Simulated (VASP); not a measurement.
Wanted: the native input for a VASP 6.6.1 run.

| Property | Result |
| --- | --- |
| Task | relaxation of the atoms |
| Functional | r2SCAN |
| Potentials or basis | VASP PAW PBE potentials, release 64 (K_sv, Mg, F) |
| Cutoff | 520 eV |
| k mesh | 8 × 8 × 8 |
| Occupations | fermi-dirac, width 0.02 eV |
| Spin | no spin polarisation |
| Dipole correction | no |
| Further INCAR settings | ALGO = Normal; EDIFF = 1e-07; IBRION = 2; EDIFFG = -0.01; NSW = 50 |

KMgF3:

```
CELL_PARAMETERS angstrom
3.98367 0.00000 0.00000
0.00000 3.98367 0.00000
0.00000 0.00000 3.98367
ATOMIC_POSITIONS crystal
K 0.50000 0.50000 0.50000
Mg 0.00000 0.00000 0.00000
F 0.50000 0.00000 0.00000
F 0.00000 0.50000 0.00000
F 0.00000 0.00000 0.50000
```

The input as run:

POSCAR

```
KMgF3
1.0
    3.9836688700      0.0000000000      0.0000000000
    0.0000000000      3.9836688700      0.0000000000
    0.0000000000      0.0000000000      3.9836688700
K Mg F
1 1 3
Direct
    0.5000000000      0.5000000000      0.5000000000
    0.0000000000      0.0000000000      0.0000000000
    0.5000000000      0.0000000000      0.0000000000
    0.0000000000      0.5000000000      0.0000000000
    0.0000000000      0.0000000000      0.5000000000
```

INCAR.step1

```
SYSTEM = KMgF3
PREC     = Accurate       ! precision mode
ENCUT    = 520            ! plane-wave cutoff, eV
ISMEAR   = -1             ! smearing method
SIGMA    = 0.02           ! smearing width, eV
LREAL    = .FALSE.        ! projectors in reciprocal space
LASPH    = .TRUE.         ! aspherical terms in the spheres
NELM     = 80             ! most SCF steps
GGA      = PE             ! functional
ALGO     = Normal         ! electronic algorithm
EDIFF    = 1E-4           ! SCF threshold, eV
LWAVE    = .TRUE.         ! write WAVECAR
LCHARG   = .FALSE.        ! write CHGCAR
```

INCAR.step2

```
SYSTEM = KMgF3
PREC     = Accurate       ! precision mode
ENCUT    = 520            ! plane-wave cutoff, eV
EDIFF    = 1E-7           ! SCF threshold, eV
ISMEAR   = -1             ! smearing method
SIGMA    = 0.02           ! smearing width, eV
LREAL    = .FALSE.        ! projectors in reciprocal space
LASPH    = .TRUE.         ! aspherical terms in the spheres
NELM     = 80             ! most SCF steps
ALGO     = Normal         ! electronic algorithm
ISIF     = 2              ! what is computed and relaxed
LWAVE    = .FALSE.        ! write WAVECAR
LCHARG   = .FALSE.        ! write CHGCAR
METAGGA  = R2SCAN         ! meta-GGA
LMIXTAU  = .TRUE.       
IBRION   = 2              ! ionic algorithm
NSW      = 50             ! ionic steps
EDIFFG   = -0.01          ! ionic threshold
ISTART   = 1
```

KPOINTS

```
Automatic mesh
0
G
  8 8 8
  0 0 0
```

Potentials or basis: VASP PAW PBE potentials, release 64 (K_sv, Mg, F).

Command:

```bash
$ cat potpaw_PBE.64/K_sv/POTCAR potpaw_PBE.64/Mg/POTCAR potpaw_PBE.64/F/POTCAR > POTCAR
$ cp INCAR.step1 INCAR
$ mpirun -np 1 vasp_std > vasp.out
$ cp INCAR.step2 INCAR
$ mpirun -np 1 vasp_std > vasp.out
```

It gave:

```
Pressure after relaxing : -0.8 GPa
Band gap on the k mesh  : 8.26 eV (least direct gap 8.58 eV)
```

Caveat: the relaxation stopped at its first step, so nothing moved; the PAW data sets were made with another functional, which shifts forces and pressure a little.

Wall time 2.5 min on 1 thread of Intel Xeon 8259CL, with other jobs on the host, peak memory 0.2 GiB.
